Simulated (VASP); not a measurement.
# AlN (P6_3mc) in VASP: settings compared, part 2 of 2

VASP 6.6.1. Earlier steps stand in the parts before.

**4. Relaxation of the atoms, LDA**

File INCAR:

```
SYSTEM = AlN
ALGO = Normal
EDIFF = 1E-6
EDIFFG = -0.003
ENCUT = 520
IBRION = 2
ISIF = 2
ISMEAR = 0
LASPH = .True.
LCHARG = .False.
LREAL = .False.
LWAVE = .False.
NELM = 80
NSW = 80
PREC = Accurate
SIGMA = 0.05
```

File KPOINTS:

```
k-points
0
Gamma
  8 8 5
  0 0 0
```

File POSCAR:

```
AlN
1.0
    3.1296660000      0.0000000000      0.0000000000
   -1.5648330000      2.7103702600      0.0000000000
    0.0000000000      0.0000000000      4.9810000000
Al N
2 2
Direct
    0.3333333333      0.6666666667      0.0000000000
    0.6666666667      0.3333333333      0.5000000000
    0.3333333333      0.6666666667      0.3820000000
    0.6666666667      0.3333333333      0.8820000000
```

Potentials or basis: VASP PAW LDA potentials, release 64 (Al, N).

On the command line:

```sh
cat potpaw_LDA.64/Al/POTCAR potpaw_LDA.64/N/POTCAR > POTCAR
mpirun -np 1 vasp_std > vasp.out
```

OUTCAR:

```text
SYSTEM = AlN
   EDIFF = 1E-6
   EDIFFG = -0.003
   ENCUT = 520
   IBRION = 2
   ISIF = 2
   ISMEAR = 0
   LASPH = .True.
   LREAL = .False.
   NELM = 80
   NSW = 80
   PREC = Accurate

 ion  position               nearest neighbor table
   1  0.333  0.667  0.000-   4 1.90   4 1.90   4 1.90   3 1.90   2 3.08   2 3.08   2 3.08   2 3.08
                             2 3.08   2 3.08
   2  0.667  0.333  0.500-   3 1.90   3 1.90   3 1.90   4 1.90   1 3.08   1 3.08   1 3.08   1 3.08
                             1 3.08   1 3.08
   3  0.333  0.667  0.382-   2 1.90   2 1.90   2 1.90   1 1.90
   4  0.667  0.333  0.882-   1 1.90   1 1.90   1 1.90   2 1.90

  LATTYP: Found a hexagonal cell.
 ALAT       =     3.1296660000
 C/A-ratio  =     1.5915436344

  Lattice vectors:

 A1 = (   3.1296660000,   0.0000000000,   0.0000000000)
 A2 = (  -1.5648330000,   2.7103702600,   0.0000000000)
 A3 = (   0.0000000000,   0.0000000000,   4.9810000000)

Analysis of symmetry for initial positions (statically):
=====================================================================
 Subroutine PRICEL returns:
 Original cell was already a primitive cell.

 Routine SETGRP: Setting up the symmetry group for a
 hexagonal supercell.

 Subroutine GETGRP returns: Found 12 space group operations
 (whereof  6 operations were pure point group operations)
 out of a pool of 24 trial point group operations.

The static configuration has the point symmetry C_3v.
 The point group associated with its full space group is C_6v.

Analysis of symmetry for dynamics (positions and initial velocities):
=====================================================================
 Subroutine PRICEL returns:
 Original cell was already a primitive cell.

 Routine SETGRP: Setting up the symmetry group for a
 hexagonal supercell.

 Subroutine GETGRP returns: Found 12 space group operations
 (whereof  6 operations were pure point group operations)
 out of a pool of 24 trial point group operations.

The dynamic configuration has the point symmetry C_3v.
 The point group associated with its full space group is C_6v.

 Subroutine INISYM returns: Found 12 space group operations
 (whereof  6 operations are pure point group operations),
 and found     1 'primitive' translations

----------------------------------------------------------------------------------------

                                     Primitive cell

  volume of cell :      42.2516

  direct lattice vectors                    reciprocal lattice vectors
     3.129666000  0.000000000  0.000000000     0.319522914  0.184476640  0.000000000
    -1.564833000  2.710370260  0.000000000     0.000000000  0.368953281  0.000000000
     0.000000000  0.000000000  4.981000000     0.000000000  0.000000000  0.200762899

  length of vectors
     3.129666000  3.129665999  4.981000000     0.368953281  0.368953281  0.200762899

  position of ions in fractional coordinates (direct lattice)
     0.333333333  0.666666667  0.000000000
     0.666666667  0.333333333  0.500000000
     0.333333333  0.666666667  0.382000000
     0.666666667  0.333333333  0.882000000

  ion indices of the primitive-cell ions
   primitive index   ion index
                 1           1
                 2           2
[... 66 lines left out ...]
   ISTART =      0    job   : 0-new  1-cont  2-samecut
   ICHARG =      2    charge: 1-file 2-atom 10-const
   ISPIN  =      1    spin polarized calculation?
   LNONCOLLINEAR =      F non collinear calculations
   LSORBIT =      F    spin-orbit coupling
   LASPH  =      T    aspherical Exc in radial PAW
   ENCUT  =  520.0 eV  38.22 Ry    6.18 a.u.   5.82  5.82  9.26*2*pi/ulx,y,z
   NELM   =     80;   NELMIN=  2; NELMDL= -5     # of ELM steps
   EDIFF  = 0.1E-05   stopping-criterion for ELM
   LREAL  =      F    real-space projection
   EDIFFG = -.3E-02   stopping-criterion for IOM
   NSW    =     80    number of steps for IOM
   IBRION =      2    ionic relax: 0-MD 1-quasi-New 2-CG
   NFREE  =      1    steps in history (QN), initial steepest desc. (CG)
   ISIF   =      2    stress and relaxation
   ISYM   =      2    0-nonsym 1-usesym 2-fastsym
   POTIM  = 0.5000    time-step for ionic-motion
   TEBEG  =    0.0;   TEEND  =   0.0 temperature during run
   PSTRESS=    0.0 pullay stress
   NELECT =      16.0000    total number of electrons
   NUPDOWN=      -1.0000    fix difference up-down
   EMIN   =  10.00;   EMAX   =-10.00  energy-range for DOS
   EFERMI =   0.00;   METHOD = LEGACY
   ISMEAR =     0;   SIGMA  =   0.05  broadening in eV -4-tet -1-fermi 0-gaus
   EFERMI_NEDOS =   21; number of points for ismear=-14 and -15
   IALGO  =     38    algorithm
   IMIX   =      4    mixing-type and parameters
     AMIX     =   0.40;   BMIX     =  1.00
     AMIX_MAG =   1.60;   BMIX_MAG =  1.00
  volume/ion in A,a.u.               =      10.56        71.28
  Fermi-wavevector in a.u.,A,eV,Ry     =   1.184406  2.238202 19.086478  1.402817
  Thomas-Fermi vector in A             =   2.320620
   LORBIT       =      0    0 simple, 1 ext, 2 COOP (PROOUT), +10 PAW based schemes
   GGA     = CA    functional components
   LHFCALC =     F    Hartree Fock is set to
   AEXX    =    0.0000 exact exchange contribution
   IVDW    =     0    specifies the selected vdW correction
   LEPSILON=     F    determine dielectric tensor
   LRPA    =     F    only Hartree local field effects (RPA)
 conjugate gradient relaxation of ions
 non-spin polarized calculation
 Gauss-broadening in eV      SIGMA  =   0.05
  energy-cutoff  :      520.00
  volume of cell :       42.25
 maximum number of plane-waves:      1158
 NGX is ok and might be reduce to    24
   NGX = 11   NGY = 11   NGZ = 19

--------------------------------------- Ionic step        1  -------------------------------------------

 number of electron      16.0000001 magnetization

 Free energy of the ion-electron system (eV)
  ---------------------------------------------------
  ext. energy  EPLUGINS =         0.00000000
  ---------------------------------------------------
  free energy    TOTEN  =       -32.81510697 eV

  energy without entropy =      -32.81510697  energy(sigma->0) =      -32.81510697

------------------------ aborting loop because EDIFF is reached ----------------------------------------

  FORCE on cell =-STRESS in cart. coord.  units (eV):
  Direction    XX          YY          ZZ          XY          YZ          ZX
  --------------------------------------------------------------------------------------
  -------------------------------------------------------------------------------------
  Total       -1.8755218     -1.8755218     -1.1977274      0.0000000      0.0000000     -0.0000000
  in kB      -71.1196406    -71.1196406    -45.4177270      0.0000000      0.0000000     -0.0000000
  external PRESSURE =     -62.5523361 kB  Pullay stress =       0.0000000 kB
[... 63 lines left out ...]
--------------------------------------- Ionic step        3  -------------------------------------------

 number of electron      16.0000001 magnetization

 Free energy of the ion-electron system (eV)
  ---------------------------------------------------
  ext. energy  EPLUGINS =         0.00000000
  ---------------------------------------------------
  free energy    TOTEN  =       -32.81528130 eV

  energy without entropy =      -32.81528130  energy(sigma->0) =      -32.81528130

 E-fermi :   6.0675     XC(G=0): -11.1952

 val. band max:        5.8162309290   @ k =   0.0000   0.0000   0.0000
 cond. band min:       9.9131678174   @ k =   0.0000   0.0000   0.0000
 fundamental gap:      4.0969368883
 Fermi energy:         6.0675310429

 k-point     1 :       0.0000    0.0000    0.0000
  band No.  band energies     occupation
      1      -9.1807      2.00000
      2      -6.9705      2.00000
      3      -0.1940      2.00000
      4       4.8852      2.00000
      5       4.8852      2.00000
      6       5.5547      2.00000
      7       5.5547      2.00000
      8       5.8162      2.00000
      9       9.9132      0.00000
     10      12.1697      0.00000
     11      16.2048      0.00000
     12      16.5860      0.00000
[... 331 lines left out ...]
 k-point    24 :       0.3750    0.0000    0.4000
  band No.  band energies     occupation
      1      -7.2689      2.00000
      2      -6.8811      2.00000
      3       0.5247      2.00000
      4       0.9310      2.00000
      5       3.7719      2.00000
      6       4.2087      2.00000
      7       4.6244      2.00000
      8       4.7059      2.00000
      9      11.0275      0.00000
     10      11.6363      0.00000
     11      14.6834      0.00000
     12      15.3853      0.00000

 [... further k-points ...]

------------------------ aborting loop because EDIFF is reached ----------------------------------------

  FORCE on cell =-STRESS in cart. coord.  units (eV):
  Direction    XX          YY          ZZ          XY          YZ          ZX
  --------------------------------------------------------------------------------------
  -------------------------------------------------------------------------------------
  Total       -1.8277321     -1.8277321     -1.2788563      0.0000000      0.0000000      0.0000000
  in kB      -69.3074566    -69.3074565    -48.4941314      0.0000000      0.0000000      0.0000000
  external PRESSURE =     -62.3696815 kB  Pullay stress =       0.0000000 kB
[... 19 lines left out ...]
  FREE ENERGIE OF THE ION-ELECTRON SYSTEM (eV)
  ---------------------------------------------------
  free  energy   TOTEN  =       -32.8152812987 eV

  energy  without entropy=      -32.8152812987  energy(sigma->0) =      -32.81528130

 reached required accuracy - stopping structural energy minimisation
```

It took 25 s on 1 thread of Intel Xeon 8259CL, shared host; peak memory 0.14 GiB.

What came out:

* Free energy: -32.8153 eV
* Energy gained by relaxing: 0.0 meV/atom
* Ionic steps: 3
* Pressure after relaxing: -6.2 GPa
* Band gap on the k mesh: 4.10 eV

Step by step:
```csv
step,energy change (eV),largest force (eV/Å),pressure (GPa)
1,0.0000,0.0462,-6.26
2,-0.0002,0.0085,-6.24
3,-0.0002,0.0007,-6.24
```

Final structure:
```yaml
crystal:
  lattice:
    - [3.12967, 0.00000, 0.00000]
    - [-1.56483, 2.71037, 0.00000]
    - [0.00000, 0.00000, 4.98100]
  atoms:
    - { symbol: Al, position: [0.33333, 0.66667, 0.99962] }
    - { symbol: Al, position: [0.66667, 0.33333, 0.49962] }
    - { symbol: N, position: [0.33333, 0.66667, 0.38238] }
    - { symbol: N, position: [0.66667, 0.33333, 0.88238] }
```

Levels at points of the mesh, in eV from the valence-band top:
```csv
k point,band 5,band 6,band 7,band 8,band 9,band 10,band 11,band 12
"(0.00, 0.00, 0.00)",-0.93,-0.26,-0.26,0.00,4.10,6.35,10.39,10.77
"(0.50, 0.00, 0.00)",-3.38,-2.16,-1.81,-0.73,5.55,5.67,7.94,10.02
```

**5. Relaxation of the atoms, r2SCAN**

POSCAR is that of step 4.

File INCAR.step1:

```
PREC = Accurate ; ENCUT = 520
ISMEAR = 0 ; SIGMA = 0.05
LREAL = F ; LASPH = T
NELM = 60 ; GGA = PE
ALGO = Normal ; EDIFF = 1E-4
LWAVE = T ; LCHARG = F
```

File INCAR.step2:

```
PREC = Accurate ; ENCUT = 520
EDIFF = 1E-6 ; ISMEAR = 0
SIGMA = 0.05 ; LREAL = F
LASPH = T ; NELM = 60
ALGO = Normal ; ISIF = 2
LWAVE = F ; LCHARG = F
METAGGA = R2SCAN ; LMIXTAU = T
IBRION = 2 ; NSW = 80
EDIFFG = -0.003 ; ISTART = 1
```

File KPOINTS:

```
regular mesh
0
Gamma
  8 8 5
```

Potentials or basis: VASP PAW PBE potentials, release 64 (Al, N).

On the command line:

```sh
cat potpaw_PBE.64/Al/POTCAR potpaw_PBE.64/N/POTCAR > POTCAR
cp INCAR.step1 INCAR
mpirun -np 1 vasp_std > vasp.out
cp INCAR.step2 INCAR
mpirun -np 1 vasp_std > vasp.out
```

Run time: 1.9 min. Hardware: 1 thread of Intel Xeon 8259CL, shared host; peak memory 0.17 GiB.

It converged, with:

- Free energy: -38.4476 eV
- Energy gained by relaxing: 0.0 meV/atom
- Ionic steps: 3
- Pressure after relaxing: -3.6 GPa
- Band gap on the k mesh: 4.74 eV

Stress tensor (GPa, compression positive):
```
-4.36  0.00  0.00
 0.00 -4.36  0.00
 0.00  0.00 -2.07
```

Step by step:
```tsv
step	energy change (eV)	largest force (eV/Å)	pressure (GPa)
1	0.0000	0.0468	-3.59
2	-0.0002	0.0106	-3.60
3	-0.0002	0.0008	-3.59
```

Final structure:
```
Al N
1.0
     3.12967    0.00000    0.00000
    -1.56483    2.71037    0.00000
     0.00000    0.00000    4.98100
Al N
2 2
Direct
  0.33333 0.66667 0.99963
  0.66667 0.33333 0.49963
  0.33333 0.66667 0.38237
  0.66667 0.33333 0.88237
```

Levels at points of the mesh, in eV from the valence-band top:
```csv
k point,band 4,band 5,band 6,band 7,band 8,band 9,band 10,band 11,band 12
"(0.00, 0.00, 0.00)",-0.95,-0.95,-0.28,-0.28,0.00,4.74,7.30,11.49,11.82
"(0.50, 0.00, 0.00)",-4.21,-3.39,-2.19,-1.78,-0.75,6.43,6.43,8.87,11.11
```

Caveat: the PAW data sets were made with another functional, which shifts forces and pressure a little.

**6. Summary**

```tsv
task	level	potentials or basis	cell	smearing	gap on the mesh (eV)	pressure (GPa)
single point	r2SCAN	VASP PAW PBE potentials, release 64 (Al, N)	as given	gaussian 0.03 eV	4.74	-3.6
relaxation of the atoms	PBE	VASP PAW PBE potentials, release 64 (Al, N)	atoms relaxed	gaussian 0.05 eV	4.07	1.2
relaxation of the atoms	LDA	VASP PAW LDA potentials, release 64 (Al, N)	atoms relaxed	gaussian 0.05 eV	4.10	-6.2
relaxation of the atoms	r2SCAN	VASP PAW PBE potentials, release 64 (Al, N)	atoms relaxed	gaussian 0.05 eV	4.74	-3.6
```

Alike in all rows: no spin polarisation; k mesh 8 × 8 × 5; cutoff (eV) 520.

Caveats: the PAW data sets were made with another functional, which shifts forces and pressure a little (at least some runs); the cell stands under tension (at least some runs).

Total energies depend on the potentials used, so only differences within one code and one set of settings carry meaning.
